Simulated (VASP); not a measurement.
# Al4N5 in VASP: notebook, part 2 of 2

VASP 6.6.1. Earlier steps stand in the parts before.

## Step 3: Single point, PBE, collinear spin

Contents of INCAR:

```
ALGO = Normal
DIPOL = 0.5 0.5 0.328
EDIFF = 1E-6
ENCUT = 520
GGA = PE
GGA_COMPAT = False
IDIPOL = 3
ISIF = 2
ISMEAR = 0
ISPIN = 2
LASPH = True
LCHARG = False
LDIPOL = True
LORBIT = 11
LREAL = False
LWAVE = False
MAGMOM = 0 0 0 0 0 0 0 0 3
NBANDS = 32
NELM = 200
NELMDL = -8
PREC = Accurate
SIGMA = 0.05
```

Contents of KPOINTS:

```
k-points
0
Gamma
  9 6 1
```

Contents of POSCAR:

```
Al4N5
1.0
    3.1297683445      0.0000000000      0.0000000000
    0.0000000000      5.0173032419      0.0000000000
    0.0000000000      0.0000000000     19.0620320396
Al N
4 5
Direct
    0.0000000000      0.9982714950      0.2098412169
    0.5000000000      0.4982714950      0.2572383830
    0.5000000000      0.9915197257      0.3577010219
    0.0000000000      0.4624332462      0.3868097530
    0.0000000000      0.6167285050      0.2098412169
    0.5000000000      0.1167285050      0.2572383830
    0.5000000000      0.6143669392      0.3564124135
    0.0000000000      0.1112303975      0.3967065014
    0.5000000000      0.9445637309      0.5220146880
```

Potentials or basis: VASP PAW PBE potentials, release 64 (Al, N).

Command:

```console
> cat potpaw_PBE.64/Al/POTCAR potpaw_PBE.64/N/POTCAR > POTCAR
> mpirun -np 1 vasp_std > vasp.out
```

OUTCAR:

```text
EDIFF = 1E-6
   ENCUT = 520
   GGA = PE
   ISIF = 2
   ISMEAR = 0
   ISPIN = 2
   LASPH = True
   LORBIT = 11
   LREAL = False
   NELM = 200
   NELMDL = -8
   PREC = Accurate

 ion  position               nearest neighbor table
   1  0.000  0.998  0.210-   6 1.90   6 1.90   5 1.91   2 3.09   2 3.09   2 3.09   2 3.09   3 3.22
                             3 3.22
   2  0.500  0.498  0.257-   5 1.90   5 1.90   6 1.91   7 1.98   4 2.93   4 2.93   1 3.09   1 3.09
                             1 3.09   1 3.09   3 3.13   3 3.18
   3  0.500  0.992  0.358-   8 1.83   8 1.83   7 1.89   6 2.02   4 2.89   4 2.89   2 3.13   4 3.13
                             4 3.13   2 3.18   1 3.22   1 3.22
   4  0.000  0.462  0.387-   8 1.77   7 1.83   7 1.83   3 2.89   3 2.89   2 2.93   2 2.93   3 3.13
                             3 3.13
   5  0.000  0.617  0.210-   2 1.90   2 1.90   1 1.91
   6  0.500  0.117  0.257-   1 1.90   1 1.90   2 1.91   3 2.02
   7  0.500  0.614  0.356-   4 1.83   4 1.83   3 1.89   2 1.98
   8  0.000  0.111  0.397-   4 1.77   3 1.83   3 1.83
   9  0.500  0.945  0.522-

  LATTYP: Found a simple orthorhombic cell.
 ALAT       =     3.1297683445
 B/A-ratio  =     1.6030909287
 C/A-ratio  =     6.0905568532

  Lattice vectors:

 A1 = (   3.1297683445,   0.0000000000,   0.0000000000)
 A2 = (   0.0000000000,   5.0173032419,   0.0000000000)
 A3 = (   0.0000000000,   0.0000000000,  19.0620320396)

Analysis of symmetry for initial positions (statically):
=====================================================================
 Subroutine PRICEL returns:
 Original cell was already a primitive cell.

 Routine SETGRP: Setting up the symmetry group for a
 simple orthorhombic supercell.

 Subroutine GETGRP returns: Found  2 space group operations
 (whereof  2 operations were pure point group operations)
[... 865 lines left out ...]
      2     -15.9614      1.00000
      3     -14.7517      1.00000
      4     -14.0222      1.00000
      5     -11.0836      1.00000
      6      -7.7827      1.00000
[... 649 lines left out ...]
     29       6.8367      0.00000
     30       7.0662      0.00000
 [bands above 30 left out]

------------------------ aborting loop because EDIFF is reached ----------------------------------------

 vacuum level on the upper side and lower side of the slab       (xc-potential included)         0.566        -0.667

  FORCE on cell =-STRESS in cart. coord.  units (eV):
  Direction    XX          YY          ZZ          XY          YZ          ZX
  --------------------------------------------------------------------------------------
  -------------------------------------------------------------------------------------
  Total        2.3503745     -2.0389635     -2.9359479      0.0000000      0.7437386      0.0000000
  in kB       12.5804423    -10.9136069    -15.7147396      0.0000000      3.9808809      0.0000000
  external PRESSURE =      -4.6826347 kB  Pullay stress =       0.0000000 kB

 VOLUME and BASIS-vectors are now :
 -----------------------------------------------------------------------------
  energy-cutoff  :      520.00
  volume of cell :      299.33
      direct lattice vectors                 reciprocal lattice vectors
     3.129768344  0.000000000  0.000000000     0.319512465  0.000000000  0.000000000
     0.000000000  5.017303242  0.000000000     0.000000000  0.199310257  0.000000000
     0.000000000  0.000000000 19.062032040     0.000000000  0.000000000  0.052460304

 POSITION                                       TOTAL-FORCE (eV/Angst)
 -----------------------------------------------------------------------------------
      0.00000      5.00863      4.00000         0.000000     -1.636758      2.282382
      1.56488      2.49998      4.90349         0.000000      0.812235     -1.922610
      1.56488      4.97476      6.81851         0.000000     -0.118018      0.061744
      0.00000      2.32017      7.37338         0.000000      0.194849      0.189796
      0.00000      3.09431      4.00000         0.000000      0.716356      0.769317
      1.56488      0.58566      4.90349         0.000000      0.119858     -1.091042
      1.56488      3.08247      6.79394         0.000000     -0.055589     -0.071853
      0.00000      0.55808      7.56203         0.000000      0.029653     -0.220971
      1.56488      4.73916      9.95066         0.000000     -0.062587      0.003237
 -----------------------------------------------------------------------------------
    total drift:                                0.000000     -0.000657      0.000273

  FREE ENERGIE OF THE ION-ELECTRON SYSTEM (eV)
  ---------------------------------------------------
  free  energy   TOTEN  =       -58.1889234982 eV

  energy  without entropy=      -58.1889234982  energy(sigma->0) =      -58.18892350

 vacuum level on the upper side and lower side of the slab         4.346         3.033

 total charge

# of ion       s       p       d       tot
------------------------------------------
    1        0.388   0.366   0.000   0.754
    2        0.366   0.420   0.000   0.786
    3        0.371   0.438   0.000   0.808
    4        0.401   0.443   0.000   0.844
    5        1.234   2.483   0.000   3.717
    6        1.234   2.567   0.000   3.801
    7        1.231   2.634   0.000   3.865
    8        1.240   2.579   0.000   3.819
    9        1.362   1.924   0.000   3.286
--------------------------------------------------
tot          7.827  13.853   0.000  21.680

 magnetization (x)

# of ion       s       p       d       tot
------------------------------------------
    1        0.001   0.001   0.000   0.002
    2       -0.000   0.000   0.000   0.000
    3        0.000   0.001   0.000   0.001
    4       -0.000   0.001   0.000   0.001
    5        0.000   0.003   0.000   0.003
    6        0.001   0.003   0.000   0.003
    7        0.000   0.007   0.000   0.007
    8        0.009   0.062   0.000   0.070
    9        0.040   1.850   0.000   1.890
--------------------------------------------------
tot          0.051   1.927   0.000   1.978
```

OSZICAR:

```text
N       E                     dE             d eps       ncg     rms          rms(c)
DAV:   1     0.248994713136E+03    0.24899E+03   -0.14074E+04  2560   0.900E+02
DAV:   2    -0.235720104654E+02   -0.27257E+03   -0.25714E+03  3568   0.207E+02
DAV:   3    -0.694396034044E+02   -0.45868E+02   -0.45016E+02  3216   0.871E+01
[... 23 lines left out ...]
DAV:  27    -0.581889074343E+02   -0.27863E-04   -0.17252E-06  2360   0.327E-03    0.592E-04
DAV:  28    -0.581889177647E+02   -0.10330E-04   -0.34124E-07  2328   0.222E-03    0.380E-04
DAV:  29    -0.581889212364E+02   -0.34717E-05   -0.12088E-07  2368   0.193E-03    0.287E-04
DAV:  30    -0.581889231471E+02   -0.19107E-05   -0.10566E-07  2256   0.187E-03    0.216E-04
DAV:  31    -0.581889234982E+02   -0.35113E-06   -0.37460E-08  2480   0.122E-03
   1 F= -.58188923E+02 E0= -.58188923E+02  d E =-.140524E-14  mag=     3.0000
```

Wall time 19 min (1 thread of Oxide Virtual Turin-like, shared host); peak memory 0.59 GiB.

Results:

```yaml
Free_energy: -58.1889 eV
Largest_force: 2.809 eV/Å
Band_gap_on_the_k_mesh: 1.30 eV (least direct gap 1.33 eV)
Net_moment: 3.00 μB per cell
Site_moments: Al +0.00; N +0.00, +0.01, +0.07, +1.89 (each value once) μB
Valence_electrons_inside_the_program's_atomic_spheres: Al 0.75, 0.79, 0.81, 0.84; N 3.72, 3.80, 3.87, 3.82, 3.29
```

Forces in eV/Å, atoms in the order of the input:
```
Al   0.000 -1.637  2.282
Al   0.000  0.812 -1.923
Al   0.000 -0.118  0.062
Al   0.000  0.195  0.190
N    0.000  0.716  0.769
N    0.000  0.120 -1.091
N    0.000 -0.056 -0.072
N    0.000  0.030 -0.221
N    0.000 -0.063  0.003
```

## Step 4: Single point, PBE, collinear spin

Contents of INCAR:

```
SYSTEM = Al4N5
ALGO = Normal
DIPOL = 0.5 0.5 0.322
EDIFF = 1E-6
ENCUT = 520
GGA = PE
GGA_COMPAT = .FALSE.
IDIPOL = 3
ISIF = 2
ISMEAR = 0
ISPIN = 2
LASPH = .TRUE.
LCHARG = .FALSE.
LDIPOL = .TRUE.
LORBIT = 11
LREAL = .FALSE.
LWAVE = .FALSE.
MAGMOM = 0 0 0 0 0 0 0 0 3
NBANDS = 32
NELM = 200
NELMDL = -8
PREC = Accurate
SIGMA = 0.05
```

Contents of KPOINTS:

```
k-points
0
G
  9 6 1
  0 0 0
```

POSCAR, as its differences from that of step 3:

```diff
@@ -16,2 +16,2 @@
     0.0000000000      0.1112303975      0.3967065014
-    0.5000000000      0.9445637309      0.5220146880
+    0.0000000000      0.2778970642      0.4680608076
```

Potentials or basis: VASP PAW PBE potentials, release 64 (Al, N).

Command:

```console
> cat potpaw_PBE.64/Al/POTCAR potpaw_PBE.64/N/POTCAR > POTCAR
> mpirun -np 1 vasp_std > vasp.out
```

OUTCAR:

```text
SYSTEM = Al4N5
   EDIFF = 1E-6
   ENCUT = 520
   GGA = PE
   ISIF = 2
   ISMEAR = 0
   ISPIN = 2
   LASPH = .TRUE.
   LORBIT = 11
   LREAL = .FALSE.
   NELM = 200
   NELMDL = -8
   PREC = Accurate

 ion  position               nearest neighbor table
   1  0.000  0.998  0.210-   6 1.90   6 1.90   5 1.91   2 3.09   2 3.09   2 3.09   2 3.09   3 3.22
                             3 3.22
   2  0.500  0.498  0.257-   5 1.90   5 1.90   6 1.91   7 1.98   4 2.93   4 2.93   1 3.09   1 3.09
                             1 3.09   1 3.09   3 3.13   3 3.18
   3  0.500  0.992  0.358-   8 1.83   8 1.83   7 1.89   6 2.02   4 2.89   4 2.89   2 3.13   4 3.13
                             4 3.13   2 3.18   1 3.22   1 3.22
   4  0.000  0.462  0.387-   8 1.77   9 1.80   7 1.83   7 1.83   3 2.89   3 2.89   2 2.93   2 2.93
                             3 3.13   3 3.13
   5  0.000  0.617  0.210-   2 1.90   2 1.90   1 1.91
   6  0.500  0.117  0.257-   1 1.90   1 1.90   2 1.91   3 2.02
   7  0.500  0.614  0.356-   4 1.83   4 1.83   3 1.89   2 1.98
   8  0.000  0.111  0.397-   9 1.60   4 1.77   3 1.83   3 1.83
   9  0.000  0.278  0.468-   8 1.60   4 1.80

  LATTYP: Found a simple orthorhombic cell.
 ALAT       =     3.1297683445
 B/A-ratio  =     1.6030909287
 C/A-ratio  =     6.0905568532
[... 1557 lines left out ...]
     3.129768344  0.000000000  0.000000000     0.319512465  0.000000000  0.000000000
     0.000000000  5.017303242  0.000000000     0.000000000  0.199310257  0.000000000
     0.000000000  0.000000000 19.062032040     0.000000000  0.000000000  0.052460304

 POSITION                                       TOTAL-FORCE (eV/Angst)
 -----------------------------------------------------------------------------------
      0.00000      5.00863      4.00000         0.000000     -1.792624      2.037430
      1.56488      2.49998      4.90349         0.000000      1.134892     -1.562173
      1.56488      4.97476      6.81851         0.000000     -1.272949     -0.542229
      0.00000      2.32017      7.37338         0.000000      3.331559      0.525603
      0.00000      3.09431      4.00000         0.000000      0.750966      0.608459
      1.56488      0.58566      4.90349         0.000000      0.093396     -0.508821
      1.56488      3.08247      6.79394         0.000000      0.079105     -1.345946
      0.00000      0.55808      7.56203         0.000000     -0.867070      0.727095
      0.00000      1.39429      8.92219         0.000000     -1.457274      0.060582
 -----------------------------------------------------------------------------------
    total drift:                                0.000000     -0.000755     -0.000105

  FREE ENERGIE OF THE ION-ELECTRON SYSTEM (eV)
  ---------------------------------------------------
  free  energy   TOTEN  =       -59.9925132982 eV

  energy  without entropy=      -59.9924159521  energy(sigma->0) =      -59.99246463

 vacuum level on the upper side and lower side of the slab         5.709         2.303

 total charge

# of ion       s       p       d       tot
------------------------------------------
    1        0.385   0.366   0.000   0.751
    2        0.367   0.421   0.000   0.788
    3        0.367   0.432   0.000   0.799
    4        0.390   0.522   0.000   0.911
    5        1.233   2.483   0.000   3.717
    6        1.231   2.571   0.000   3.802
    7        1.226   2.640   0.000   3.867
    8        1.235   2.615   0.000   3.850
    9        1.334   2.180   0.000   3.514
--------------------------------------------------
tot          7.769  14.231   0.000  22.000

 magnetization (x)

# of ion       s       p       d       tot
------------------------------------------
    1        0.000   0.000   0.000   0.000
    2        0.000   0.001   0.000   0.001
    3        0.012   0.013   0.000   0.025
    4       -0.002  -0.004   0.000  -0.007
    5        0.000   0.003   0.000   0.003
    6        0.001   0.001   0.000   0.002
    7        0.001   0.009   0.000   0.010
    8       -0.001   0.034   0.000   0.033
    9        0.018   0.582   0.000   0.600
--------------------------------------------------
tot          0.029   0.639   0.000   0.668
```

stdout:

```text
POSCAR found type information on POSCAR AlN
 POSCAR found :  2 types and       9 ions
 scaLAPACK will be used
 LDA part: xc-table for (Slater+PW92), standard interpolation
 POSCAR, INCAR and KPOINTS ok, starting setup
 FFT: planning ... GRIDC
 FFT: planning ... GRID_SOFT
 FFT: planning ... GRID
 WAVECAR not read
 entering main loop
```

It took 20 min on 1 thread of Oxide Virtual Turin-like, shared host; peak memory 0.59 GiB.

What came out:

- Free energy: -59.9925 eV
- Largest force: 3.373 eV/Å
- Band gap on the k mesh: 0.15 eV (least direct gap 0.25 eV)
- Net moment: 1.00 μB per cell
- Site moments: Al +0.00, +0.03, -0.01 (each value once); N +0.00, +0.01, +0.03, +0.60 (each value once) μB
- Valence electrons inside the program's atomic spheres: Al 0.75, 0.79, 0.80, 0.91; N 3.72, 3.80, 3.87, 3.85, 3.51

Forces in eV/Å, atoms in the order of the input:
```
Al   0.000 -1.793  2.037
Al   0.000  1.135 -1.562
Al   0.000 -1.273 -0.542
Al   0.000  3.332  0.526
N    0.000  0.751  0.608
N    0.000  0.093 -0.509
N    0.000  0.079 -1.346
N    0.000 -0.867  0.727
N    0.000 -1.457  0.061
```

## Step 5: Summary

```csv
cell,gap on the mesh (eV),moment (μB),largest force (eV/Å)
"as given, atomic positions A",1.12,3.00,2.80
"as given, atomic positions B",1.30,3.00,2.81
"as given, atomic positions C",0.15,1.00,3.37
```

Alike in all rows: task single point; level PBE; potentials or basis VASP PAW PBE potentials, release 64 (Al, N); spin collinear; k mesh 9 × 6 × 1; cutoff (eV) 520; smearing gaussian 0.05 eV.

Total energies depend on the potentials used, so only differences within one code and one set of settings carry meaning.
